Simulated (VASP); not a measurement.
# Pr4Hg (F-43m) in VASP: relaxation of cell and atoms with PBE

Aim: the relaxation of cell and atoms of Pr4Hg with PBE.

All numbers are computed with VASP 6.6.1; they aren't measurements. Logs are shortened: lines on timing, memory, paths and dates and some standing lists are left out, and cuts for length are marked.

## Step 1: The cell of the first run

The structure is cubic, space group F-43m (No. 216). Conventional cell: a = 8.672 Å, b = 8.672 Å, c = 8.672 Å, α = 90.00°, β = 90.00°, γ = 90.00°. Pr (site symmetry 3m) has 6 Pr at 2.98 to 3.15 Å and 3 Hg at 3.60 Å within 3.9 Å. Within 4.7 Å of Hg (site symmetry -43m) lie 12 Pr at 3.60 Å.

The cell was generated, and may not be a known phase.

## Step 2: Relaxation of cell and atoms, PBE

INCAR reads:

```
SYSTEM = Pr4Hg
PREC = Accurate
ENCUT = 500
EDIFF = 1E-7
ISMEAR = 0
SIGMA = 0.2
LREAL = .FALSE.
LASPH = .TRUE.
NELM = 200
ALGO = Normal
ISIF = 3
LWAVE = .FALSE.
LCHARG = .FALSE.
GGA = PE
IBRION = 2
NSW = 36
EDIFFG = -0.08
GGA_COMPAT = .FALSE.
NELMIN = 4
LMAXMIX = 6
```

KPOINTS reads:

```
regular mesh
0
G
  3 3 3
  0 0 0
```

POSCAR reads:

```
Pr4Hg
1.0
    0.0000000000      4.3360473600      4.3360473600
    4.3360473600      0.0000000000      4.3360473600
    4.3360473600      4.3360473600      0.0000000000
Pr Hg
4 1
Direct
    0.6285533400      0.6285533400      0.6285533400
    0.6285533400      0.6285533400      0.1143399900
    0.6285533400      0.1143399900      0.6285533400
    0.1143399900      0.6285533400      0.6285533400
    0.2500000000      0.2500000000      0.2500000000
```

Potentials or basis: VASP PAW PBE potentials, release 64 (Pr_3, Hg), 4f in core.

Started as:

```sh
$ cat potpaw_PBE.64/Pr_3/POTCAR potpaw_PBE.64/Hg/POTCAR > POTCAR
$ mpirun -np 1 vasp_std > vasp.out
```

OUTCAR:

```text
SYSTEM = Pr4Hg
   PREC = Accurate
   ENCUT = 500
   EDIFF = 1E-7
   ISMEAR = 0
   LREAL = .FALSE.
   LASPH = .TRUE.
   NELM = 200
   ISIF = 3
   GGA = PE
   IBRION = 2
   NSW = 36
   EDIFFG = -0.08
   NELMIN = 4

 ion  position               nearest neighbor table
   1  0.629  0.629  0.629-   2 2.98   3 2.98   4 2.98   2 3.15   3 3.15   4 3.15   5 3.60   5 3.60
                             5 3.60
   2  0.629  0.629  0.114-   1 2.98   3 2.98   4 2.98   1 3.15   3 3.15   4 3.15   5 3.60   5 3.60
                             5 3.60
   3  0.629  0.114  0.629-   1 2.98   2 2.98   4 2.98   2 3.15   1 3.15   4 3.15   5 3.60   5 3.60
                             5 3.60
   4  0.114  0.629  0.629-   1 2.98   2 2.98   3 2.98   1 3.15   2 3.15   3 3.15   5 3.60   5 3.60
                             5 3.60
   5  0.250  0.250  0.250-   3 3.60   4 3.60   2 3.60   4 3.60   2 3.60   3 3.60   1 3.60   1 3.60
                             1 3.60   2 3.60   3 3.60   4 3.60

  LATTYP: Found a face centered cubic cell.
 ALAT       =     8.6720947200

  Lattice vectors:

 A1 = (   0.0000000000,   4.3360473600,   4.3360473600)
 A2 = (   4.3360473600,   0.0000000000,   4.3360473600)
 A3 = (   4.3360473600,   4.3360473600,   0.0000000000)

Analysis of symmetry for initial positions (statically):
=====================================================================
 Subroutine PRICEL returns:
 Original cell was already a primitive cell.

 Routine SETGRP: Setting up the symmetry group for a
 face centered cubic supercell.

 Subroutine GETGRP returns: Found 24 space group operations
 (whereof 24 operations were pure point group operations)
 out of a pool of 48 trial point group operations.

The static configuration has the point symmetry T_d .

Analysis of symmetry for dynamics (positions and initial velocities):
=====================================================================
 Subroutine PRICEL returns:
 Original cell was already a primitive cell.

 Routine SETGRP: Setting up the symmetry group for a
 face centered cubic supercell.

 Subroutine GETGRP returns: Found 24 space group operations
 (whereof 24 operations were pure point group operations)
 out of a pool of 48 trial point group operations.

The dynamic configuration has the point symmetry T_d .

[... 295 lines left out ...]

 VOLUME and BASIS-vectors are now :
 -----------------------------------------------------------------------------
  energy-cutoff  :      500.00
  volume of cell :      163.05
      direct lattice vectors                 reciprocal lattice vectors
     0.000000000  4.336047360  4.336047360    -0.115312394  0.115312394  0.115312394
     4.336047360  0.000000000  4.336047360     0.115312394 -0.115312394  0.115312394
     4.336047360  4.336047360  0.000000000     0.115312394  0.115312394 -0.115312394

 POSITION                                       TOTAL-FORCE (eV/Angst)
 -----------------------------------------------------------------------------------
      5.45087      5.45087      5.45087        -1.003381     -1.003381     -1.003381
      3.22122      3.22122      5.45087         1.003381      1.003381     -1.003381
      3.22122      5.45087      3.22122         1.003381     -1.003381      1.003381
      5.45087      3.22122      3.22122        -1.003381      1.003381      1.003381
      2.16802      2.16802      2.16802        -0.000000     -0.000000     -0.000000
 -----------------------------------------------------------------------------------
    total drift:                               -0.000054     -0.000054     -0.000054

  FREE ENERGIE OF THE ION-ELECTRON SYSTEM (eV)
  ---------------------------------------------------
  free  energy   TOTEN  =       -15.0151841625 eV

  energy  without entropy=      -14.8632221058  energy(sigma->0) =      -14.93920313

--------------------------------------- Ionic step        2  -------------------------------------------

 number of electron      55.9999998 magnetization

 Free energy of the ion-electron system (eV)
  ---------------------------------------------------
  ext. energy  EPLUGINS =         0.00000000
  ---------------------------------------------------
  free energy    TOTEN  =       -15.99851909 eV

  energy without entropy =      -15.83321864  energy(sigma->0) =      -15.91586887

 E-fermi :   2.2224     XC(G=0):  -8.8042

 val. band max:        2.2215778723   @ k =   0.3333   0.3333   0.0000
 cond. band min:       2.2324681041   @ k =   0.3333   0.3333   0.0000
 fundamental gap:      0.0108902317
 Fermi energy:         2.2223578057

 k-point     1 :       0.0000    0.0000    0.0000
  band No.  band energies     occupation
      1     -34.4793      2.00000
      2     -34.1177      2.00000
      3     -34.1177      2.00000
      4     -34.1177      2.00000
      5     -17.8754      2.00000
      6     -16.8987      2.00000
[... 133 lines left out ...]
     32       2.9133      0.00000
     33       3.0086      0.00000

------------------------ aborting loop because EDIFF is reached ----------------------------------------

  FORCE on cell =-STRESS in cart. coord.  units (eV):
  Direction    XX          YY          ZZ          XY          YZ          ZX
  --------------------------------------------------------------------------------------
  -------------------------------------------------------------------------------------
  Total        0.3307180      0.3307180      0.3307180      0.0000000      0.0000000      0.0000000
  in kB        2.6586369      2.6586369      2.6586369      0.0000000      0.0000000      0.0000000
  external PRESSURE =       2.6586369 kB  Pullay stress =       0.0000000 kB

 VOLUME and BASIS-vectors are now :
 -----------------------------------------------------------------------------
  energy-cutoff  :      500.00
  volume of cell :      199.30
      direct lattice vectors                 reciprocal lattice vectors
    -0.000000000  4.636174739  4.636174739    -0.107847531  0.107847531  0.107847531
     4.636174739 -0.000000000  4.636174739     0.107847531 -0.107847531  0.107847531
     4.636174739  4.636174739  0.000000000     0.107847531  0.107847531 -0.107847531

 POSITION                                       TOTAL-FORCE (eV/Angst)
 -----------------------------------------------------------------------------------
      5.77641      5.77641      5.77641        -0.028188     -0.028188     -0.028188
      3.49594      3.49594      5.77641         0.028188      0.028188     -0.028188
      3.49594      5.77641      3.49594         0.028188     -0.028188      0.028188
      5.77641      3.49594      3.49594        -0.028188      0.028188      0.028188
      2.31809      2.31809      2.31809        -0.000000     -0.000000     -0.000000
 -----------------------------------------------------------------------------------
    total drift:                               -0.000062     -0.000062     -0.000062

  FREE ENERGIE OF THE ION-ELECTRON SYSTEM (eV)
  ---------------------------------------------------
  free  energy   TOTEN  =       -15.9985190916 eV

  energy  without entropy=      -15.8332186410  energy(sigma->0) =      -15.91586887

 reached required accuracy - stopping structural energy minimisation
```

CONTCAR:

```text
Pr4Hg
   1.00000000000000
    -0.0000000000000000    4.6361747393401735    4.6361747393401735
     4.6361747393401735   -0.0000000000000000    4.6361747393401735
     4.6361747393401735    4.6361747393401735    0.0000000000000000
  Pr              Hg
     4     1
Direct
     0.6229715556592439    0.6229715556592439    0.6229715556592439
     0.6229715556592439    0.6229715556592439    0.1310853430222761
     0.6229715556592439    0.1310853430222761    0.6229715556592439
     0.1310853430222761    0.6229715556592439    0.6229715556592439
     0.2500000000000000    0.2500000000000000    0.2500000000000000

  0.00000000E+00  0.00000000E+00  0.00000000E+00
  0.00000000E+00  0.00000000E+00  0.00000000E+00
  0.00000000E+00  0.00000000E+00  0.00000000E+00
  0.00000000E+00  0.00000000E+00  0.00000000E+00
  0.00000000E+00  0.00000000E+00  0.00000000E+00
```

It took 37 s on 1 thread of Intel Xeon 6975P-C (Granite Rapids), shared host; peak memory 0.33 GiB.

What came out:

```yaml
Free_energy: -15.9985 eV
Relaxed_volume: 39.86 Å³/atom
Relaxed_cell: a = 6.557 Å, b = 6.557 Å, c = 6.557 Å, α = 60.00°, β = 60.00°, γ = 60.00°
Space_group_after_relaxing_to_0.1_Å: F-43m (No. 216)
Energy_gained_by_relaxing: 196.7 meV/atom
Ionic_steps: 2
Pressure_after_relaxing: 0.3 GPa
Largest_force_after_relaxing: 0.049 eV/Å
Band_gap_on_the_k_mesh: zero (bands 28 and 29 overlap by 0.86 eV)
```

Forces on the atoms (eV/Å):
```
Pr  -0.028 -0.028 -0.028
Pr   0.028  0.028 -0.028
Pr   0.028 -0.028  0.028
Pr  -0.028  0.028  0.028
Hg   0.000  0.000  0.000
```

Step by step:
| step | energy change (eV) | largest force (eV/Å) | pressure (GPa) | volume (Å³) |
| --- | --- | --- | --- | --- |
| 1 | 0.0000 | 1.7379 | 7.05 | 163.05 |
| 2 | -0.9833 | 0.0488 | 0.27 | 199.30 |

Final structure:
```cif
data_structure
_symmetry_space_group_name_H-M 'P 1'
_symmetry_Int_Tables_number 1
_cell_length_a 6.5565
_cell_length_b 6.5565
_cell_length_c 6.5565
_cell_angle_alpha 60.000
_cell_angle_beta 60.000
_cell_angle_gamma 60.000
_cell_volume 199.30
loop_
_atom_site_label
_atom_site_type_symbol
_atom_site_fract_x
_atom_site_fract_y
_atom_site_fract_z
_atom_site_occupancy
Pr1 Pr 0.62297 0.62297 0.62297 1
Pr2 Pr 0.62297 0.62297 0.13109 1
Pr3 Pr 0.62297 0.13109 0.62297 1
Pr4 Pr 0.13109 0.62297 0.62297 1
Hg1 Hg 0.25000 0.25000 0.25000 1
```

Caveat: the k points lie up to 0.39 Å⁻¹ apart in the final cell, too coarse for converged energies and pressures of a metal; the volume moved by over 15 % at a fixed basis, so the end points are rough; spin-orbit coupling is left out, which moves the levels of the heavy elements; the 4f electrons are frozen in the core, so they carry no moment and show no levels; the relaxation stopped at a loose force limit of 0.08 eV/Å, so its end isn't a converged minimum. Spin polarisation is off, so any magnetic state and its effect on volume and gap are missing.
